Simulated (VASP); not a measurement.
# GaP (R-3m) in VASP: notebook

GaP is run at these levels: PBE; tasks: single point.

All numbers are computed with VASP 6.6.1; they aren't measurements. Logs are shortened: lines on timing, memory, paths and dates and some standing lists are left out, and cuts for length are marked.

## 1. The cell of the first run

Symmetry: R-3m, No. 166, trigonal system. Conventional cell: a = 4.176 Å, b = 4.176 Å, c = 16.410 Å, α = 90.00°, β = 90.00°, γ = 120.00°. Within 2.8 Å of Ga (site symmetry 3m) lie 1 Ga at 2.11 Å and 3 P at 2.52 Å. P (site symmetry 3m) has 1 P at 1.89 Å and 3 Ga at 2.52 Å within 2.6 Å.

## 2. Single point, PBE

INCAR

```
ALGO     = Normal         # electronic algorithm
EDIFF    = 1E-6           # SCF threshold, eV
ENCUT    = 500            # plane-wave cutoff, eV
GGA      = PE             # functional
GGA_COMPAT= F            
ISIF     = 2              # what is computed and relaxed
ISMEAR   = 0              # smearing method
LASPH    = T              # aspherical terms in the spheres
LCHARG   = F              # write CHGCAR
LREAL    = F              # projectors in reciprocal space
LWAVE    = F              # write WAVECAR
NBANDS   = 26             # bands
NELM     = 120            # most SCF steps
PREC     = Accurate       # precision mode
SIGMA    = 0.05           # smearing width, eV
```

KPOINTS

```
k-points
0
Gamma
  9 9 9
```

POSCAR

```
GaP
1.0
    2.0880865581      1.2055573364      5.4700259323
   -2.0880865581      1.2055573364      5.4700259323
    0.0000000000     -2.4111146729      5.4700259323
Ga P
2 2
Direct
    0.4355841032      0.4355841032      0.4355841032
    0.5644158968      0.5644158968      0.5644158968
    0.0575077006      0.0575077006      0.0575077006
    0.9424922994      0.9424922994      0.9424922994
```

Potentials or basis: VASP PAW PBE potentials, release 64 (Ga_d, P).

Run with:

```sh
> cat potpaw_PBE.64/Ga_d/POTCAR potpaw_PBE.64/P/POTCAR > POTCAR
> mpirun -np 1 vasp_std > vasp.out
```

OUTCAR:

```text
EDIFF = 1E-6
   ENCUT = 500
   GGA = PE
   ISIF = 2
   ISMEAR = 0
   LASPH = T
   LREAL = F
   NELM = 120
   PREC = Accurate

 ion  position               nearest neighbor table
   1  0.436  0.436  0.436-   2 2.11   3 2.52   3 2.52   3 2.52
   2  0.564  0.564  0.564-   1 2.11   4 2.52   4 2.52   4 2.52
   3  0.058  0.058  0.058-   4 1.89   1 2.52   1 2.52   1 2.52
   4  0.942  0.942  0.942-   3 1.89   2 2.52   2 2.52   2 2.52

  LATTYP: Found a trigonal (rhomboedric) cell.
 ALAT       =     5.9778472434
 COS(alpha) =     0.7559732899

  Lattice vectors:

 A1 = (   2.0880865581,   1.2055573364,   5.4700259323)
 A2 = (  -2.0880865581,   1.2055573364,   5.4700259323)
 A3 = (   0.0000000000,  -2.4111146729,   5.4700259323)

Analysis of symmetry for initial positions (statically):
=====================================================================
 Subroutine PRICEL returns:
 Original cell was already a primitive cell.

 Routine SETGRP: Setting up the symmetry group for a
 trigonal (rhombohedral) supercell.

 Subroutine GETGRP returns: Found 12 space group operations
 (whereof 12 operations were pure point group operations)
 out of a pool of 12 trial point group operations.

The static configuration has the point symmetry D_3d.

Analysis of symmetry for dynamics (positions and initial velocities):
=====================================================================
 Subroutine PRICEL returns:
 Original cell was already a primitive cell.

 Routine SETGRP: Setting up the symmetry group for a
 trigonal (rhombohedral) supercell.

 Subroutine GETGRP returns: Found 12 space group operations
 (whereof 12 operations were pure point group operations)
 out of a pool of 12 trial point group operations.

The dynamic configuration has the point symmetry D_3d.

 Subroutine INISYM returns: Found 12 space group operations
 (whereof 12 operations are pure point group operations),
 and found     1 'primitive' translations

----------------------------------------------------------------------------------------

                                     Primitive cell

  volume of cell :      82.6184

  direct lattice vectors                    reciprocal lattice vectors
     2.088086558  1.205557336  5.470025932     0.239453675  0.138248644  0.060938163
    -2.088086558  1.205557336  5.470025932    -0.239453675  0.138248644  0.060938163
     0.000000000 -2.411114673  5.470025932     0.000000000 -0.276497287  0.060938163

  length of vectors
     5.977847243  5.977847243  5.977847243     0.283132848  0.283132848  0.283132848

  position of ions in fractional coordinates (direct lattice)
     0.435584103  0.435584103  0.435584103
     0.564415897  0.564415897  0.564415897
     0.057507701  0.057507701  0.057507701
     0.942492299  0.942492299  0.942492299

  ion indices of the primitive-cell ions
   primitive index   ion index
                 1           1
                 2           2
                 3           3
                 4           4

----------------------------------------------------------------------------------------

 KPOINTS: k-points

Automatic generation of k-mesh.
 Grid dimensions read from file:
 generate k-points for:    9    9    9

 Generating k-lattice:

  Cartesian coordinates                     Fractional coordinates (reciprocal lattice)
     0.026605964  0.015360960  0.006770907     0.111111111  0.000000000  0.000000000
    -0.026605964  0.015360960  0.006770907     0.000000000  0.111111111  0.000000000
     0.000000000 -0.030721921  0.006770907     0.000000000  0.000000000  0.111111111

  Length of vectors
     0.031459205  0.031459205  0.031459205

  Shift w.r.t. Gamma in fractional coordinates (k-lattice)
     0.000000000  0.000000000  0.000000000

 Subroutine IBZKPT returns following result:
 ===========================================

 Found     85 irreducible k-points:

 Following reciprocal coordinates:
            Coordinates               Weight
  0.000000  0.000000  0.000000      1.000000
  0.111111 -0.000000 -0.000000      6.000000
  0.222222  0.000000 -0.000000      6.000000
  0.333333 -0.000000 -0.000000      6.000000
  0.444444  0.000000 -0.000000      6.000000
  0.111111  0.111111 -0.000000      6.000000
[... 16 lines left out ...]
 -0.333333  0.333333  0.000000      6.000000
  0.444444  0.444444 -0.000000      6.000000
 [... further k-points ...]
   k-points           NKPTS =     85   k-points in BZ     NKDIM =     85   number of bands    NBANDS=     26
   number of dos      NEDOS =    301   number of ions     NIONS =      4
   total plane-waves  NPLWV = 110592
   dimension x,y,z NGX =    48 NGY =   48 NGZ =   48
   dimension x,y,z NGXF=    96 NGYF=   96 NGZF=   96
   ions per type =               2   2
   NGX,Y,Z   is equivalent  to a cutoff of  13.35, 13.35, 13.35 a.u.
   NGXF,Y,Z  is equivalent  to a cutoff of  26.70, 26.70, 26.70 a.u.
 SYSTEM =  unknown system
   PREC   = accura    normal or accurate (medium, high low for compatibility)
   ISTART =      0    job   : 0-new  1-cont  2-samecut
   ICHARG =      2    charge: 1-file 2-atom 10-const
   ISPIN  =      1    spin polarized calculation?
   LNONCOLLINEAR =      F non collinear calculations
   LSORBIT =      F    spin-orbit coupling
   LASPH  =      T    aspherical Exc in radial PAW
   ENCUT  =  500.0 eV  36.75 Ry    6.06 a.u.  10.90 10.90 10.90*2*pi/ulx,y,z
   NELM   =    120;   NELMIN=  2; NELMDL= -5     # of ELM steps
   EDIFF  = 0.1E-05   stopping-criterion for ELM
   LREAL  =      F    real-space projection
   EDIFFG = 0.1E-04   stopping-criterion for IOM
   NSW    =      0    number of steps for IOM
   IBRION =     -1    ionic relax: 0-MD 1-quasi-New 2-CG
   NFREE  =      0    steps in history (QN), initial steepest desc. (CG)
   ISIF   =      2    stress and relaxation
   ISYM   =      2    0-nonsym 1-usesym 2-fastsym
   POTIM  = 0.5000    time-step for ionic-motion
   TEBEG  =    0.0;   TEEND  =   0.0 temperature during run
   PSTRESS=    0.0 pullay stress
   NELECT =      36.0000    total number of electrons
   NUPDOWN=      -1.0000    fix difference up-down
   EMIN   =  10.00;   EMAX   =-10.00  energy-range for DOS
   EFERMI =   0.00;   METHOD = LEGACY
   ISMEAR =     0;   SIGMA  =   0.05  broadening in eV -4-tet -1-fermi 0-gaus
   EFERMI_NEDOS =   21; number of points for ismear=-14 and -15
   IALGO  =     38    algorithm
   IMIX   =      4    mixing-type and parameters
     AMIX     =   0.40;   BMIX     =  1.00
     AMIX_MAG =   1.60;   BMIX_MAG =  1.00
  volume/ion in A,a.u.               =      20.65       139.38
  Fermi-wavevector in a.u.,A,eV,Ry     =   1.241128  2.345392 20.958406  1.540399
  Thomas-Fermi vector in A             =   2.375539
   LORBIT       =      0    0 simple, 1 ext, 2 COOP (PROOUT), +10 PAW based schemes
   GGA     = PE    functional components
   LHFCALC =     F    Hartree Fock is set to
   AEXX    =    0.0000 exact exchange contribution
   IVDW    =     0    specifies the selected vdW correction
   LEPSILON=     F    determine dielectric tensor
   LRPA    =     F    only Hartree local field effects (RPA)
 non-spin polarized calculation
 Gauss-broadening in eV      SIGMA  =   0.05
  energy-cutoff  :      500.00
  volume of cell :       82.62
 maximum number of plane-waves:      2137
 NGX is ok and might be reduce to    48

 number of electron      35.9999997 magnetization

 Free energy of the ion-electron system (eV)
  ---------------------------------------------------
  ext. energy  EPLUGINS =         0.00000000
  ---------------------------------------------------
  free energy    TOTEN  =       -15.49924549 eV

  energy without entropy =      -15.49800964  energy(sigma->0) =      -15.49862756

 E-fermi :   4.9103     XC(G=0):  -9.6910

 val. band max:        4.9054544855   @ k =   0.2222   0.2222   0.1111
 cond. band min:       4.9129820838   @ k =   0.3333   0.3333   0.2222
 fundamental gap:      0.0075275983
 Fermi energy:         4.9102544841

 k-point     1 :       0.0000    0.0000    0.0000
  band No.  band energies     occupation
      1     -10.4634      2.00000
      2     -10.0968      2.00000
      3     -10.0968      2.00000
      4      -9.8751      2.00000
      5      -9.8751      2.00000
      6      -9.7903      2.00000
[... 18 lines left out ...]
     25      10.8772      0.00000
     26      12.2895      0.00000

 k-point     2 :       0.1111   -0.0000   -0.0000
  band No.  band energies     occupation
      1     -10.4625      2.00000
      2     -10.1060      2.00000
      3     -10.0967      2.00000
      4      -9.8779      2.00000
      5      -9.8722      2.00000
      6      -9.8033      2.00000
[... 18 lines left out ...]
     25      11.0043      0.00000
     26      12.7215      0.00000

 k-point     3 :       0.2222    0.0000   -0.0000
  band No.  band energies     occupation
      1     -10.4601      2.00000
      2     -10.1272      2.00000
      3     -10.0964      2.00000
      4      -9.8849      2.00000
      5      -9.8651      2.00000
      6      -9.8265      2.00000
[... 18 lines left out ...]
     25      11.1535      0.00000
     26      12.4137      0.00000

 k-point     4 :       0.3333   -0.0000   -0.0000
  band No.  band energies     occupation
      1     -10.4576      2.00000
      2     -10.1483      2.00000
      3     -10.0961      2.00000
      4      -9.8928      2.00000
      5      -9.8569      2.00000
      6      -9.8444      2.00000
[... 18 lines left out ...]
     25      11.5097      0.00000
     26      12.5508      0.00000
[... 496 lines left out ...]
      1     -10.4547      2.00000
      2     -10.1305      2.00000
      3     -10.1055      2.00000
      4      -9.9564      2.00000
      5      -9.8660      2.00000
      6      -9.7942      2.00000
[... 18 lines left out ...]
     25      11.5540      0.00000
     26      12.8645      0.00000

 k-point    23 :      -0.3333    0.3333    0.0000
  band No.  band energies     occupation
      1     -10.4544      2.00000
      2     -10.1422      2.00000
      3     -10.1046      2.00000
      4      -9.9368      2.00000
      5      -9.8770      2.00000
      6      -9.7950      2.00000
[... 18 lines left out ...]
     25      11.7322      0.00000
     26      12.6712      0.00000

 k-point    24 :       0.4444    0.4444   -0.0000
  band No.  band energies     occupation
      1     -10.4553      2.00000
      2     -10.1103      2.00000
      3     -10.1068      2.00000
      4      -9.9843      2.00000
      5      -9.8497      2.00000
      6      -9.8045      2.00000
[... 18 lines left out ...]
     25      12.9881      0.00000
     26      13.2970      0.00000

 [... further k-points ...]

------------------------ aborting loop because EDIFF is reached ----------------------------------------

  FORCE on cell =-STRESS in cart. coord.  units (eV):
  Direction    XX          YY          ZZ          XY          YZ          ZX
  --------------------------------------------------------------------------------------
  -------------------------------------------------------------------------------------
  Total       -3.8676234     -3.8676234     26.7670657      0.0000000     -0.0000000      0.0000000
  in kB      -75.0028492    -75.0028492    519.0800567      0.0000000     -0.0000000      0.0000000
  external PRESSURE =     123.0247861 kB  Pullay stress =       0.0000000 kB

 VOLUME and BASIS-vectors are now :
 -----------------------------------------------------------------------------
  energy-cutoff  :      500.00
  volume of cell :       82.62
      direct lattice vectors                 reciprocal lattice vectors
     2.088086558  1.205557336  5.470025932     0.239453675  0.138248644  0.060938163
    -2.088086558  1.205557336  5.470025932    -0.239453675  0.138248644  0.060938163
     0.000000000 -2.411114673  5.470025932     0.000000000 -0.276497287  0.060938163

 POSITION                                       TOTAL-FORCE (eV/Angst)
 -----------------------------------------------------------------------------------
      0.00000     -0.00000      7.14797         0.000000      0.000000     -3.499845
      0.00000     -0.00000      9.26211         0.000000     -0.000000      3.499845
      0.00000     -0.00000      0.94371         0.000000     -0.000000      6.755798
      0.00000     -0.00000     15.46637         0.000000      0.000000     -6.755798
 -----------------------------------------------------------------------------------
    total drift:                               -0.000000      0.000000      0.000000

  FREE ENERGIE OF THE ION-ELECTRON SYSTEM (eV)
  ---------------------------------------------------
  free  energy   TOTEN  =       -15.4992454900 eV

  energy  without entropy=      -15.4980096388  energy(sigma->0) =      -15.49862756
```

Run time: 2.7 min. Hardware: 1 thread of Intel Xeon 6975P-C (Granite Rapids), shared host; peak memory 0.4 GiB.

What came out:

| Quantity | Value |
| --- | --- |
| Free energy | -15.4992 eV |
| Pressure | 12.3 GPa |
| Largest force | 6.756 eV/Å |
| Band gap on the k mesh | zero (bands 18 and 19 overlap by 0.55 eV) |

Forces on the atoms (eV/Å):
```
Ga   0.000  0.000 -3.500
Ga   0.000  0.000  3.500
P    0.000  0.000  6.756
P    0.000  0.000 -6.756
```

Caveat: the cell differs from its parent crystal (strain +e along x and -e along y +0.0000, strain +e along z and -e/2 along x and y -0.1500); the cell stands under pressure; semilocal functionals underestimate gaps, so a narrow gap can read as zero; forces of over 1 eV/Å act on the atoms, so gaps and moduli don't describe the material at rest.

## 3. Single point, PBE

This run uses another cell than the first one, of the same volume but with other edges.

INCAR

```
SYSTEM = GaP
PREC = Accurate
ENCUT = 500
EDIFF = 1E-6
ISMEAR = 0
SIGMA = 0.05
LREAL = .False.
LASPH = .True.
NELM = 120
ALGO = Normal
ISIF = 2
LWAVE = .False.
LCHARG = .False.
GGA = PE
NBANDS = 26
GGA_COMPAT = .False.
```

KPOINTS

```
regular mesh
0
Gamma
  9 9 9
  0 0 0
```

POSCAR

```
GaP
1.0
    1.7967256430      1.0373400336      7.4006233201
   -1.7967256430      1.0373400336      7.4006233201
    0.0000000000     -2.0746800674      7.4006233201
Ga P
2 2
Direct
    0.4355841032      0.4355841032      0.4355841032
    0.5644158968      0.5644158968      0.5644158968
    0.0575077006      0.0575077006      0.0575077006
    0.9424922994      0.9424922994      0.9424922994
```

Potentials or basis: VASP PAW PBE potentials, release 64 (Ga_d, P).

Run with:

```sh
> cat potpaw_PBE.64/Ga_d/POTCAR potpaw_PBE.64/P/POTCAR > POTCAR
> mpirun -np 1 vasp_std > vasp.out
```

Wall time 3.7 min (1 thread of Intel Xeon 6975P-C (Granite Rapids), shared host); peak memory 0.48 GiB.

The run converged. Its results:

| Property | Result |
| --- | --- |
| Free energy | -16.4882 eV |
| Pressure | 4.6 GPa |
| Largest force | 0.976 eV/Å |
| Band gap on the k mesh | zero (bands 18 and 19 overlap by 0.84 eV) |

Forces on the atoms (eV/Å):
```
Ga   0.000  0.000  0.686
Ga   0.000  0.000 -0.686
P    0.000  0.000 -0.976
P    0.000  0.000  0.976
```

Stress tensor (GPa, compression positive):
```
 13.72   0.00   0.00
  0.00  13.72   0.00
  0.00   0.00 -13.56
```

Levels at points of the mesh, in eV from the Fermi level:
```
           k point  band 15  band 16  band 17  band 18  band 19  band 20  band 21  band 22
(0.00, 0.00, 0.00)    -0.90    -0.56    -0.56     0.33     0.33     3.20     3.92     4.81
```

Caveat: the cell differs from its parent crystal (strain +e along x and -e along y +0.0000, strain +e along z and -e/2 along x and y +0.1500); the cell stands under pressure.
